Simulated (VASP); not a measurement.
# Si5Se (P4/mmm) in VASP: a series of runs, part 2 of 2

VASP 6.6.1. The steps go on from the part before.

**4. Relaxation of cell and atoms, PBE**

This run uses another cell than the first one, of 18.43 Å³/atom, 1.120 times its volume.

The input, INCAR:

```
SYSTEM = Si5Se
PREC = Accurate
ENCUT = 600
EDIFF = 1E-7
ISMEAR = 0
SIGMA = 0.1
LREAL = .FALSE.
LASPH = .TRUE.
NELM = 100
ALGO = Normal
ISIF = 3
LWAVE = .FALSE.
LCHARG = .FALSE.
GGA = PE
IBRION = 2
NSW = 90
EDIFFG = -0.04
```

The input, KPOINTS:

```
regular mesh
0
G
  6 6 2
  0 0 0
```

The input, POSCAR:

```
Si5Se
1.0
    2.9666432200      0.0000000000      0.0000000000
    0.0000000000      2.9666432200      0.0000000000
    0.0000000000      0.0000000000     12.5666051700
Si Se
5 1
Direct
    0.5000000000      0.5000000000      0.3344822800
    0.5000000000      0.5000000000      0.6655177200
    0.0000000000      0.0000000000      0.1759868000
    0.0000000000      0.0000000000      0.8240132000
    0.0000000000      0.0000000000      0.5000000000
    0.5000000000      0.5000000000      0.0000000000
```

Potentials or basis: VASP PAW PBE potentials, release 64 (Si, Se).

Run with:

```bash
cat potpaw_PBE.64/Si/POTCAR potpaw_PBE.64/Se/POTCAR > POTCAR
mpirun -np 1 vasp_std > vasp.out
```

OUTCAR:

```text
SYSTEM = Si5Se
   PREC = Accurate
   ENCUT = 600
   EDIFF = 1E-7
   ISMEAR = 0
   LREAL = .FALSE.
   LASPH = .TRUE.
   NELM = 100
   ISIF = 3
   GGA = PE
   IBRION = 2
   NSW = 90
   EDIFFG = -0.04

 ion  position               nearest neighbor table
   1  0.500  0.500  0.334-   3 2.89   3 2.89   3 2.89   3 2.89   5 2.95   5 2.95   5 2.95   5 2.95

   2  0.500  0.500  0.666-   4 2.89   4 2.89   4 2.89   4 2.89   5 2.95   5 2.95   5 2.95   5 2.95

   3  0.000  0.000  0.176-   1 2.89   1 2.89   1 2.89   1 2.89
   4  0.000  0.000  0.824-   2 2.89   2 2.89   2 2.89   2 2.89
   5  0.000  0.000  0.500-   1 2.95   2 2.95   1 2.95   2 2.95   1 2.95   2 2.95   1 2.95   2 2.95

   6  0.500  0.500  0.000-

  LATTYP: Found a simple tetragonal cell.
 ALAT       =     2.9666432200
 C/A-ratio  =     4.2359678054

  Lattice vectors:

 A1 = (   2.9666432200,   0.0000000000,   0.0000000000)
 A2 = (   0.0000000000,   2.9666432200,   0.0000000000)
 A3 = (   0.0000000000,   0.0000000000,  12.5666051700)

Analysis of symmetry for initial positions (statically):
=====================================================================
 Subroutine PRICEL returns:
 Original cell was already a primitive cell.

 Routine SETGRP: Setting up the symmetry group for a
 simple tetragonal supercell.

 Subroutine GETGRP returns: Found 16 space group operations
 (whereof 16 operations were pure point group operations)
 out of a pool of 16 trial point group operations.

The static configuration has the point symmetry D_4h.

Analysis of symmetry for dynamics (positions and initial velocities):
=====================================================================
 Subroutine PRICEL returns:
 Original cell was already a primitive cell.

 Routine SETGRP: Setting up the symmetry group for a
 simple tetragonal supercell.

 Subroutine GETGRP returns: Found 16 space group operations
 (whereof 16 operations were pure point group operations)
 out of a pool of 16 trial point group operations.

The dynamic configuration has the point symmetry D_4h.

 Subroutine INISYM returns: Found 16 space group operations
 (whereof 16 operations are pure point group operations),
 and found     1 'primitive' translations

----------------------------------------------------------------------------------------

                                     Primitive cell

  volume of cell :     110.5983

  direct lattice vectors                    reciprocal lattice vectors
     2.966643220  0.000000000  0.000000000     0.337081316  0.000000000  0.000000000
     0.000000000  2.966643220  0.000000000     0.000000000  0.337081316  0.000000000
     0.000000000  0.000000000 12.566605170     0.000000000  0.000000000  0.079575986

  length of vectors
     2.966643220  2.966643220 12.566605170     0.337081316  0.337081316  0.079575986

  position of ions in fractional coordinates (direct lattice)
     0.500000000  0.500000000  0.334482280
     0.500000000  0.500000000  0.665517720
     0.000000000  0.000000000  0.175986800
     0.000000000  0.000000000  0.824013200
     0.000000000  0.000000000  0.500000000
     0.500000000  0.500000000  0.000000000

  ion indices of the primitive-cell ions
   primitive index   ion index
                 1           1
                 2           2
                 3           3
[... 33 lines left out ...]
  0.166667  0.000000  0.000000      4.000000
  0.333333  0.000000  0.000000      4.000000
  0.500000  0.000000  0.000000      2.000000
  0.166667  0.166667  0.000000      4.000000
  0.333333  0.166667  0.000000      8.000000
[... 12 lines left out ...]
  0.500000  0.333333  0.500000      4.000000
  0.500000  0.500000  0.500000      1.000000
   k-points           NKPTS =     20   k-points in BZ     NKDIM =     20   number of bands    NBANDS=     17
   number of dos      NEDOS =    301   number of ions     NIONS =      6
   total plane-waves  NPLWV =  57600
   dimension x,y,z NGX =    24 NGY =   24 NGZ =  100
   dimension x,y,z NGXF=    48 NGYF=   48 NGZF=  200
   ions per type =               5   1
   NGX,Y,Z   is equivalent  to a cutoff of  13.45, 13.45, 13.23 a.u.
   NGXF,Y,Z  is equivalent  to a cutoff of  26.90, 26.90, 26.46 a.u.
 SYSTEM =  Si5Se
   PREC   = accura    normal or accurate (medium, high low for compatibility)
   ISTART =      0    job   : 0-new  1-cont  2-samecut
   ICHARG =      2    charge: 1-file 2-atom 10-const
   ISPIN  =      1    spin polarized calculation?
   LNONCOLLINEAR =      F non collinear calculations
   LSORBIT =      F    spin-orbit coupling
   LASPH  =      T    aspherical Exc in radial PAW
   ENCUT  =  600.0 eV  44.10 Ry    6.64 a.u.   5.93  5.93 25.10*2*pi/ulx,y,z
   NELM   =    100;   NELMIN=  2; NELMDL= -5     # of ELM steps
   EDIFF  = 0.1E-06   stopping-criterion for ELM
   LREAL  =      F    real-space projection
   EDIFFG = -.4E-01   stopping-criterion for IOM
   NSW    =     90    number of steps for IOM
   IBRION =      2    ionic relax: 0-MD 1-quasi-New 2-CG
   NFREE  =      1    steps in history (QN), initial steepest desc. (CG)
   ISIF   =      3    stress and relaxation
   ISYM   =      2    0-nonsym 1-usesym 2-fastsym
   POTIM  = 0.5000    time-step for ionic-motion
   TEBEG  =    0.0;   TEEND  =   0.0 temperature during run
   PSTRESS=    0.0 pullay stress
   NELECT =      26.0000    total number of electrons
   NUPDOWN=      -1.0000    fix difference up-down
   EMIN   =  10.00;   EMAX   =-10.00  energy-range for DOS
   EFERMI =   0.00;   METHOD = LEGACY
   ISMEAR =     0;   SIGMA  =   0.10  broadening in eV -4-tet -1-fermi 0-gaus
   EFERMI_NEDOS =   21; number of points for ismear=-14 and -15
   IALGO  =     38    algorithm
   IMIX   =      4    mixing-type and parameters
     AMIX     =   0.40;   BMIX     =  1.00
     AMIX_MAG =   1.60;   BMIX_MAG =  1.00
  volume/ion in A,a.u.               =      18.43       124.39
  Fermi-wavevector in a.u.,A,eV,Ry     =   1.010376  1.909334 13.889642  1.020860
  Thomas-Fermi vector in A             =   2.143362
   LORBIT       =      0    0 simple, 1 ext, 2 COOP (PROOUT), +10 PAW based schemes
   GGA     = PE    functional components
   LHFCALC =     F    Hartree Fock is set to
   AEXX    =    0.0000 exact exchange contribution
   IVDW    =     0    specifies the selected vdW correction
   LEPSILON=     F    determine dielectric tensor
   LRPA    =     F    only Hartree local field effects (RPA)
 conjugate gradient relaxation of ions
 non-spin polarized calculation
 Gauss-broadening in eV      SIGMA  =   0.10
  energy-cutoff  :      600.00
  volume of cell :      110.60
 maximum number of plane-waves:      3744
 NGX is ok and might be reduce to    24
   NGX = 11   NGY = 11   NGZ = 51

--------------------------------------- Ionic step        1  -------------------------------------------

 number of electron      26.0000000 magnetization

 Free energy of the ion-electron system (eV)
  ---------------------------------------------------
  ext. energy  EPLUGINS =         0.00000000
  ---------------------------------------------------
  free energy    TOTEN  =       -26.43013828 eV

  energy without entropy =      -26.41883057  energy(sigma->0) =      -26.42448442

------------------------ aborting loop because EDIFF is reached ----------------------------------------

  FORCE on cell =-STRESS in cart. coord.  units (eV):
  Direction    XX          YY          ZZ          XY          YZ          ZX
  --------------------------------------------------------------------------------------
  -------------------------------------------------------------------------------------
  Total       -5.3144246     -5.3144246     -6.4538831      0.0000000      0.0000000      0.0000000
  in kB      -76.9871467    -76.9871467    -93.4938554      0.0000000      0.0000000      0.0000000
  external PRESSURE =     -82.4893829 kB  Pullay stress =       0.0000000 kB
[... 101 lines left out ...]
  FREE ENERGIE OF THE ION-ELECTRON SYSTEM (eV)
  ---------------------------------------------------
  free  energy   TOTEN  =       -26.8771369444 eV

  energy  without entropy=      -26.8647143814  energy(sigma->0) =      -26.87092566

[... ionic steps 4 to 28 ...]

--------------------------------------- Ionic step       29  -------------------------------------------

 number of electron      26.0000002 magnetization

------------------------ aborting loop because EDIFF is reached ----------------------------------------
[... 75 lines left out ...]
--------------------------------------- Ionic step       31  -------------------------------------------

 number of electron      26.0000001 magnetization

 Free energy of the ion-electron system (eV)
  ---------------------------------------------------
  ext. energy  EPLUGINS =         0.00000000
  ---------------------------------------------------
  free energy    TOTEN  =       -27.78051200 eV

  energy without entropy =      -27.77081303  energy(sigma->0) =      -27.77566251

 E-fermi :   8.8187     XC(G=0): -10.9376

 val. band max:        8.7937857273   @ k =   0.5000   0.0000   0.0000
 cond. band min:       8.8334916465   @ k =   0.5000   0.0000   0.5000
 fundamental gap:      0.0397059192
 Fermi energy:         8.8187475311

 k-point     1 :       0.0000    0.0000    0.0000
  band No.  band energies     occupation
      1      -6.2367      2.00000
      2      -4.7015      2.00000
      3      -3.3213      2.00000
      4       0.9167      2.00000
      5       2.1489      2.00000
      6       6.7236      2.00000
[... 422 lines left out ...]
  FREE ENERGIE OF THE ION-ELECTRON SYSTEM (eV)
  ---------------------------------------------------
  free  energy   TOTEN  =       -27.7805119976 eV

  energy  without entropy=      -27.7708130280  energy(sigma->0) =      -27.77566251

 reached required accuracy - stopping structural energy minimisation
```

CONTCAR:

```text
Si5Se
   1.00000000000000
     3.2736877841407290   -0.0000000000000000   -0.0000000000000000
     0.0000000000000000    3.2736877841407290    0.0000000000000000
    -0.0000000000000000   -0.0000000000000000    8.8992544168337080
  Si              Se
     5     1
Direct
     0.5000000000000000    0.5000000000000000    0.3503969401028909
     0.5000000000000000    0.5000000000000000    0.6496030598971092
     0.0000000000000000    0.0000000000000000    0.2004468357340730
     0.0000000000000000    0.0000000000000000    0.7995531642659272
     0.0000000000000000    0.0000000000000000    0.5000000000000000
     0.5000000000000000    0.5000000000000000    0.0000000000000000

  0.00000000E+00  0.00000000E+00  0.00000000E+00
  0.00000000E+00  0.00000000E+00  0.00000000E+00
  0.00000000E+00  0.00000000E+00  0.00000000E+00
  0.00000000E+00  0.00000000E+00  0.00000000E+00
  0.00000000E+00  0.00000000E+00  0.00000000E+00
  0.00000000E+00  0.00000000E+00  0.00000000E+00
```

Wall time 7.6 min (1 thread of Intel Xeon 6975P-C (Granite Rapids), shared host); peak memory 0.25 GiB.

What came out:

```yaml
Free_energy: -27.7805 eV
Relaxed_volume: 15.90 Å³/atom
Relaxed_cell: a = 3.274 Å, b = 3.274 Å, c = 8.899 Å, α = 90.00°, β = 90.00°, γ = 90.00°
Space_group_after_relaxing_to_0.05_Å: P4/mmm (No. 123)
Energy_gained_by_relaxing: 225.1 meV/atom
Ionic_steps: 31
Pressure_after_relaxing: 0.1 GPa
Largest_force_after_relaxing: 0.027 eV/Å
```

Forces in eV/Å, atoms in the order of the input:
```
Si   0.000  0.000  0.008
Si   0.000  0.000 -0.008
Si   0.000  0.000 -0.027
Si   0.000  0.000  0.027
Si   0.000  0.000  0.000
Se   0.000  0.000  0.000
```

The path:
```
step  energy change (eV)  largest force (eV/Å)  pressure (GPa)  volume (Å³)
   1              0.0000                0.5613           -8.25       110.60
   2             -0.4469                0.5832            0.27        96.09
   3             -0.4470                0.5848            0.43        95.89
   4             -0.4839                0.5762            0.30        95.90
   5             -0.5591                0.2910            0.20        95.90
   6             -0.5390                0.6823            2.26        95.84
   7             -0.5749                0.4147            1.00        95.88
   8             -0.6086                0.3682           -1.33        98.95
   9             -0.6108                0.3529           -2.00        99.88
  10             -0.6275                0.3431           -2.15       100.06
  11             -0.6567                0.2439           -2.48       100.50
  12             -0.6794                0.0877           -2.80       101.33
  13             -0.7728                0.2768           -1.05        99.06
  14             -0.7778                0.3158           -0.80        98.74
  15             -0.7859                0.3682           -0.27        98.09
  16             -0.7976                0.4510            0.87        96.81
  17             -0.8380                0.3552            0.77        96.57
  18             -0.9891                0.0855            1.10        96.07
  19             -1.2268                0.2991            2.38        94.58
  20             -1.2521                0.0919           -1.45        98.97
  21             -1.2551                0.1391           -0.41        97.73
  22             -1.2551                0.1325           -0.53        97.87
  23             -1.2650                0.1320           -0.43        97.64
  24             -1.3085                0.2536           -0.32        96.92
  25             -1.3290                0.1566            0.05        95.33
  26             -1.3429                0.1266           -0.34        96.18
  27             -1.3457                0.0923           -0.32        95.93
  28             -1.3458                0.0887           -0.30        95.88
  29             -1.3466                0.0585            0.97        94.47
  30             -1.3479                0.0709            0.40        95.08
  31             -1.3504                0.0270            0.11        95.37
```

Final structure:
```cif
data_structure
_symmetry_space_group_name_H-M 'P 1'
_symmetry_Int_Tables_number 1
_cell_length_a 3.2737
_cell_length_b 3.2737
_cell_length_c 8.8993
_cell_angle_alpha 90.000
_cell_angle_beta 90.000
_cell_angle_gamma 90.000
_cell_volume 95.37
loop_
_atom_site_label
_atom_site_type_symbol
_atom_site_fract_x
_atom_site_fract_y
_atom_site_fract_z
_atom_site_occupancy
Si1 Si 0.50000 0.50000 0.35040 1
Si2 Si 0.50000 0.50000 0.64960 1
Si3 Si 0.00000 0.00000 0.20045 1
Si4 Si 0.00000 0.00000 0.79955 1
Si5 Si 0.00000 0.00000 0.50000 1
Se1 Se 0.50000 0.50000 0.00000 1
```

Levels at points of the mesh, in eV from the Fermi level:
| k point | band 10 | band 11 | band 12 | band 13 | band 14 | band 15 | band 16 | band 17 |
| --- | --- | --- | --- | --- | --- | --- | --- | --- |
| (0.00, 0.00, 0.00) | -0.86 | -0.54 | -0.05 | -0.05 | 0.12 | 1.12 | 1.77 | 3.79 |
| (0.50, 0.00, 0.00) | -3.22 | -0.02 | 1.20 | 1.55 | 2.72 | 2.79 | 3.11 | 3.34 |
| (0.50, 0.50, 0.00) | -4.91 | -4.91 | -4.74 | -1.68 | -1.63 | -0.94 | -0.37 | -0.37 |
| (0.00, 0.00, 0.50) | -1.63 | -0.82 | 0.11 | 0.96 | 0.96 | 1.86 | 2.11 | 2.48 |
| (0.50, 0.00, 0.50) | -0.06 | 0.01 | 0.13 | 0.60 | 1.26 | 1.36 | 2.48 | 3.49 |
| (0.50, 0.50, 0.50) | -3.89 | -3.74 | -3.35 | -3.35 | -2.70 | -2.27 | -2.27 | 0.92 |

Caveat: the bands computed are all filled at some k points, so no gap is given.

**5. Summary**

```tsv
task	cell	cutoff (eV)	gap on the mesh (eV)	pressure (GPa)	largest force (eV/Å)
single point	a = 2.773, b = 2.773, c = 12.845 Å, 6 atoms	520	none	-0.1	-
single point	a = 2.967, b = 2.967, c = 12.567 Å, 6 atoms	520	none	-8.4	0.56
relaxation of cell and atoms	relaxed from a = 2.967, b = 2.967, c = 12.567 Å, 6 atoms	600	-	0.1	0.03
```

Alike in all rows: level PBE; potentials or basis VASP PAW PBE potentials, release 64 (Si, Se); no spin polarisation; k mesh 6 × 6 × 2; smearing gaussian 0.1 eV.

Caveats: some runs use coarse meshes; the bands computed are all filled at some k points, so no gap is given (some runs).

Absolute energies hang on the potentials; compare differences alone.
